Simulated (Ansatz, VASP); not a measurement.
**One calculation of Rb, two programs**

```
CELL_PARAMETERS angstrom
-2.56312 2.56312 2.97630
2.56312 -2.56312 2.97630
2.56312 2.56312 -2.97630
ATOMIC_POSITIONS crystal
Rb 0.00000 0.00000 0.00000
```

Alike in both runs: task single point; functional LDA; k mesh 14 × 14 × 14; occupations gaussian, width 0.15 eV; no spin polarisation.

```csv
,VASP,Ansatz
version,VASP 6.6.1,Ansatz 0.2.0
potentials or method,"VASP PAW LDA potentials, release 64 (Rb_sv), cutoff 520 eV","scalar-relativistic, plane waves, PAW"
valence electrons in the cell,9,9
```

|  | VASP | Ansatz | Ansatz less VASP |
| --- | --- | --- | --- |
| gap on the k mesh at the Fermi level (eV) | none | none | - |
| pressure (GPa) | 0.0 | 0.0 | 0.00 |

LDA's correlation is that of Perdew and Zunger in VASP and of Perdew and Wang (1992) in Ansatz. A gap of «none» marks a metal or a gap that the smearing closes.
